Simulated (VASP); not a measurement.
# TiO2 (Pbcn) in VASP: further runs

Runs on TiO2. Level: PBE. Tasks: electric field gradients.

All numbers are computed with VASP 6.6.1; they aren't measurements. Logs are shortened: lines on timing, memory, paths and dates and some standing lists are left out, and cuts for length are marked.

**1. The cell of the first run**

The structure is orthorhombic, space group Pbcn (No. 60). Conventional cell: a = 4.545 Å, b = 5.520 Å, c = 4.909 Å, α = 90.00°, β = 90.00°, γ = 90.00°. Ti (site symmetry 2) has 6 O at 1.88 to 2.09 Å within 2.5 Å. O (site symmetry 1) has 3 Ti at 1.88 to 2.09 Å and 12 O at 2.58 to 2.97 Å within 3.0 Å.

**2. Electric field gradients, PBE**

Input file INCAR:

```
  PREC = Accurate
  ENCUT = 520
  EDIFF = 1E-8
  ISMEAR = -1
  SIGMA = 0.02
  LREAL = F
  LASPH = T
  NELM = 100
  ALGO = Normal
  ISIF = 2
  LWAVE = F
  LCHARG = F
  GGA = PE
  LEFG = T
  NBANDS = 60
```

Input file KPOINTS:

```
Automatic mesh
0
Gamma
  5 4 4
```

Input file POSCAR:

```
TiO2
1.0
    4.5453495500      0.0000000000      0.0000000000
    0.0000000000      5.5196194400      0.0000000000
    0.0000000000      0.0000000000      4.9091968600
Ti O
4 8
Direct
    0.5000000000      0.6729909300      0.7500000000
    0.0000000000      0.8270090700      0.2500000000
    0.5000000000      0.3270090700      0.2500000000
    0.0000000000      0.1729909300      0.7500000000
    0.7285493800      0.6182753600      0.0813509200
    0.2285493800      0.8817246400      0.9186490800
    0.7714506200      0.8817246400      0.5813509200
    0.2714506200      0.6182753600      0.4186490800
    0.7285493800      0.3817246400      0.5813509200
    0.2285493800      0.1182753600      0.4186490800
    0.7714506200      0.1182753600      0.0813509200
    0.2714506200      0.3817246400      0.9186490800
```

Potentials or basis: VASP PAW PBE potentials, release 64 (Ti_sv, O).

On the command line:

```sh
> cat potpaw_PBE.64/Ti_sv/POTCAR potpaw_PBE.64/O/POTCAR > POTCAR
> mpirun -np 1 vasp_std > vasp.out
```

OUTCAR:

```text
PREC = Accurate
   ENCUT = 520
   EDIFF = 1E-8
   ISMEAR = -1
   LREAL = F
   LASPH = T
   NELM = 100
   ISIF = 2
   GGA = PE

 ion  position               nearest neighbor table
   1  0.500  0.673  0.750-   6 1.88   7 1.88   5 1.95   8 1.95   9 2.09  12 2.09
   2  0.000  0.827  0.250-   5 1.88   8 1.88   7 1.95   6 1.95  10 2.09  11 2.09
   3  0.500  0.327  0.250-  10 1.88  11 1.88   9 1.95  12 1.95   5 2.09   8 2.09
   4  0.000  0.173  0.750-   9 1.88  12 1.88  11 1.95  10 1.95   6 2.09   7 2.09
   5  0.729  0.618  0.081-   2 1.88   1 1.95   3 2.09
   6  0.229  0.882  0.919-   1 1.88   2 1.95   4 2.09
   7  0.771  0.882  0.581-   1 1.88   2 1.95   4 2.09
   8  0.271  0.618  0.419-   2 1.88   1 1.95   3 2.09
   9  0.729  0.382  0.581-   4 1.88   3 1.95   1 2.09
  10  0.229  0.118  0.419-   3 1.88   4 1.95   2 2.09
  11  0.771  0.118  0.081-   3 1.88   4 1.95   2 2.09
  12  0.271  0.382  0.919-   4 1.88   3 1.95   1 2.09

  LATTYP: Found a simple orthorhombic cell.
 ALAT       =     4.5453495500
 B/A-ratio  =     1.0800482572
 C/A-ratio  =     1.2143443269

  Lattice vectors:

 A1 = (  -4.5453495500,   0.0000000000,   0.0000000000)
 A2 = (   0.0000000000,   0.0000000000,   4.9091968600)
 A3 = (   0.0000000000,   5.5196194400,   0.0000000000)

Analysis of symmetry for initial positions (statically):
=====================================================================
 Subroutine PRICEL returns:
 Original cell was already a primitive cell.

 Routine SETGRP: Setting up the symmetry group for a
 simple orthorhombic supercell.

 Subroutine GETGRP returns: Found  8 space group operations
 (whereof  2 operations were pure point group operations)
 out of a pool of  8 trial point group operations.

The static configuration has the point symmetry S_2 .
 The point group associated with its full space group is D_2h.

Analysis of symmetry for dynamics (positions and initial velocities):
=====================================================================
 Subroutine PRICEL returns:
 Original cell was already a primitive cell.

 Routine SETGRP: Setting up the symmetry group for a
 simple orthorhombic supercell.

 Subroutine GETGRP returns: Found  8 space group operations
 (whereof  2 operations were pure point group operations)
 out of a pool of  8 trial point group operations.

The dynamic configuration has the point symmetry S_2 .
 The point group associated with its full space group is D_2h.

 Subroutine INISYM returns: Found  8 space group operations
 (whereof  2 operations are pure point group operations),
 and found     1 'primitive' translations

----------------------------------------------------------------------------------------

                                     Primitive cell

  volume of cell :     123.1649

  direct lattice vectors                    reciprocal lattice vectors
     4.545349550  0.000000000  0.000000000     0.220005082  0.000000000  0.000000000
     0.000000000  5.519619440  0.000000000     0.000000000  0.181171911  0.000000000
     0.000000000  0.000000000  4.909196860     0.000000000  0.000000000  0.203699307

  length of vectors
     4.545349550  5.519619440  4.909196860     0.220005082  0.181171911  0.203699307

  position of ions in fractional coordinates (direct lattice)
     0.500000000  0.672990930  0.750000000
     0.000000000  0.827009070  0.250000000
     0.500000000  0.327009070  0.250000000
     0.000000000  0.172990930  0.750000000
     0.728549380  0.618275360  0.081350920
     0.228549380  0.881724640  0.918649080
     0.771450620  0.881724640  0.581350920
     0.271450620  0.618275360  0.418649080
     0.728549380  0.381724640  0.581350920
     0.228549380  0.118275360  0.418649080
     0.771450620  0.118275360  0.081350920
     0.271450620  0.381724640  0.918649080

  ion indices of the primitive-cell ions
[... 107 lines left out ...]
  Fermi-wavevector in a.u.,A,eV,Ry     =   1.506617  2.847094 30.883806  2.269896
  Thomas-Fermi vector in A             =   2.617311
   LORBIT       =      0    0 simple, 1 ext, 2 COOP (PROOUT), +10 PAW based schemes
   GGA     = PE    functional components
   LHFCALC =     F    Hartree Fock is set to
   AEXX    =    0.0000 exact exchange contribution
   IVDW    =     0    specifies the selected vdW correction
   LEPSILON=     F    determine dielectric tensor
   LRPA    =     F    only Hartree local field effects (RPA)
 non-spin polarized calculation
  energy-cutoff  :      520.00
  volume of cell :      123.16
 maximum number of plane-waves:      3334
 NGX is ok and might be reduce to    36
   NGX = 17   NGY = 21   NGZ = 19

 number of electron      96.0000013 magnetization

 Free energy of the ion-electron system (eV)
  ---------------------------------------------------
  ext. energy  EPLUGINS =         0.00000000
  ---------------------------------------------------
  free energy    TOTEN  =      -107.36084060 eV

  energy without entropy =     -107.36084060  energy(sigma->0) =     -107.36084060

 E-fermi :   5.2285     XC(G=0): -11.5228

 val. band max:        4.6431389990   @ k =   0.0000   0.0000   0.0000
 cond. band min:       7.2401427093   @ k =   0.0000   0.0000   0.5000
 fundamental gap:      2.5970037104
 Fermi energy:         5.2284812864

 k-point     1 :       0.0000    0.0000    0.0000
  band No.  band energies     occupation
      1     -51.8051      2.00000
      2     -51.7832      2.00000
      3     -51.7752      2.00000
      4     -51.7696      2.00000
      5     -28.2419      2.00000
      6     -28.1646      2.00000
[... 1501 lines left out ...]
     59       8.7819      0.00000
     60       8.7819      0.00000

 [... further k-points ...]

------------------------ aborting loop because EDIFF is reached ----------------------------------------

  FORCE on cell =-STRESS in cart. coord.  units (eV):
  Direction    XX          YY          ZZ          XY          YZ          ZX
  --------------------------------------------------------------------------------------
  -------------------------------------------------------------------------------------
  Total        3.7081258      3.6757853      3.6809094      0.0000000      0.0000000     -0.0000000
  in kB       48.2367640     47.8160662     47.8827234      0.0000000      0.0000000     -0.0000000
  external PRESSURE =      47.9785179 kB  Pullay stress =       0.0000000 kB

 VOLUME and BASIS-vectors are now :
 -----------------------------------------------------------------------------
  energy-cutoff  :      520.00
  volume of cell :      123.16
      direct lattice vectors                 reciprocal lattice vectors
     4.545349550  0.000000000  0.000000000     0.220005082  0.000000000  0.000000000
     0.000000000  5.519619440  0.000000000     0.000000000  0.181171911  0.000000000
     0.000000000  0.000000000  4.909196860     0.000000000  0.000000000  0.203699307

 POSITION                                       TOTAL-FORCE (eV/Angst)
 -----------------------------------------------------------------------------------
      2.27267      3.71465      3.68190        -0.000000      0.086022      0.000000
      0.00000      4.56478      1.22730        -0.000000     -0.086022      0.000000
      2.27267      1.80497      1.22730        -0.000000     -0.086022     -0.000000
      0.00000      0.95484      3.68190        -0.000000      0.086022      0.000000
      3.31151      3.41264      0.39937         0.044603      0.011469      0.005777
      1.03884      4.86678      4.50983         0.044603     -0.011469     -0.005777
      3.50651      4.86678      2.85397        -0.044603     -0.011469      0.005777
      1.23384      3.41264      2.05523        -0.044603      0.011469     -0.005777
      3.31151      2.10697      2.85397         0.044603     -0.011469      0.005777
      1.03884      0.65283      2.05523         0.044603      0.011469     -0.005777
      3.50651      0.65283      0.39937        -0.044603      0.011469      0.005777
      1.23384      2.10697      4.50983        -0.044603     -0.011469     -0.005777
 -----------------------------------------------------------------------------------
    total drift:                                0.000000      0.000000      0.000000

  FREE ENERGIE OF THE ION-ELECTRON SYSTEM (eV)
  ---------------------------------------------------
  free  energy   TOTEN  =      -107.3608405973 eV

  energy  without entropy=     -107.3608405973  energy(sigma->0) =     -107.36084060

 Electric field gradients (V/A^2)
---------------------------------------------------------------------
 ion       V_xx      V_yy      V_zz      V_xy      V_xz      V_yz
---------------------------------------------------------------------
   1     -13.712    25.767   -12.055     0.000     3.423    -0.000
   2     -13.712    25.767   -12.055    -0.000    -3.423    -0.000
   3     -13.712    25.767   -12.055    -0.000     3.423     0.000
   4     -13.712    25.767   -12.055     0.000    -3.423    -0.000
   5      -5.071     0.797     4.274    22.114     7.052    -2.157
   6      -5.071     0.797     4.274   -22.114    -7.052    -2.157
   7      -5.071     0.797     4.274    22.114    -7.052     2.157
   8      -5.071     0.797     4.274   -22.114     7.052     2.157
   9      -5.071     0.797     4.274   -22.114     7.052     2.157
  10      -5.071     0.797     4.274    22.114    -7.052     2.157
  11      -5.071     0.797     4.274   -22.114    -7.052    -2.157
  12      -5.071     0.797     4.274    22.114     7.052    -2.157
---------------------------------------------------------------------

 Electric field gradients after diagonalization (V/A^2)
 (convention: |V_zz| > |V_xx| > |V_yy|)
----------------------------------------------------------------------
 ion       V_xx      V_yy      V_zz     asymmetry (V_yy - V_xx)/ V_zz
----------------------------------------------------------------------
   1     -16.405    -9.362    25.767       0.273
   2     -16.405    -9.362    25.767       0.273
   3     -16.405    -9.362    25.767       0.273
   4     -16.405    -9.362    25.767       0.273
   5      20.761     5.189   -25.951       0.600
   6      20.761     5.189   -25.951       0.600
   7      20.761     5.189   -25.951       0.600
   8      20.761     5.189   -25.951       0.600
   9      20.761     5.189   -25.951       0.600
  10      20.761     5.189   -25.951       0.600
  11      20.761     5.189   -25.951       0.600
  12      20.761     5.189   -25.951       0.600
----------------------------------------------------------------------

           NMR quadrupolar parameters

 Cq : quadrupolar parameter    Cq=e*Q*V_zz/h
 eta: asymmetry parameters     (V_yy - V_xx)/ V_zz
 Q  : nuclear electric quadrupole moment in mb (millibarn)
----------------------------------------------------------------------
 ion       Cq(MHz)       eta       Q (mb)
----------------------------------------------------------------------
   1       0.062       0.273       1.000
   2       0.062       0.273       1.000
   3       0.062       0.273       1.000
   4       0.062       0.273       1.000
   5      -0.063       0.600       1.000
   6      -0.063       0.600       1.000
   7      -0.063       0.600       1.000
   8      -0.063       0.600       1.000
   9      -0.063       0.600       1.000
  10      -0.063       0.600       1.000
  11      -0.063       0.600       1.000
  12      -0.063       0.600       1.000
----------------------------------------------------------------------
```

It took 3 min on 1 thread of Intel Xeon Platinum 8488C (Sapphire Rapids), shared host; peak memory 0.31 GiB.

Results:

```
Free energy                             : -107.3608 eV
Pressure                                : 4.8 GPa
Largest force                           : 0.086 eV/Å
Band gap on the k mesh                  : 2.60 eV (least direct gap 2.65 eV)
Largest electric field gradient by atom : Ti +25.8; O -26.0 V/Å²
```

Forces on the atoms (eV/Å):
```
Ti   0.000  0.086  0.000
Ti   0.000 -0.086  0.000
Ti   0.000 -0.086  0.000
Ti   0.000  0.086  0.000
O    0.045  0.011  0.006
O    0.045 -0.011 -0.006
O   -0.045 -0.011  0.006
O   -0.045  0.011 -0.006
O    0.045 -0.011  0.006
O    0.045  0.011 -0.006
O   -0.045  0.011  0.006
O   -0.045 -0.011 -0.006
```

Electric field gradients, principal values (V/Å²):
```
atom   least   middle  greatest (by size)
1 Ti  -9.362  -16.405              25.767
2 Ti  -9.362  -16.405              25.767
3 Ti  -9.362  -16.405              25.767
4 Ti  -9.362  -16.405              25.767
 5 O   5.189   20.761             -25.951
 6 O   5.189   20.761             -25.951
 7 O   5.189   20.761             -25.951
 8 O   5.189   20.761             -25.951
 9 O   5.189   20.761             -25.951
10 O   5.189   20.761             -25.951
11 O   5.189   20.761             -25.951
12 O   5.189   20.761             -25.951
```

Caveat: the cell stands under pressure; without QUAD_EFG the Cq values of the log hold for a quadrupole moment of 1 mb, not for the nuclei.

(Part 1 of 2 ends here.)
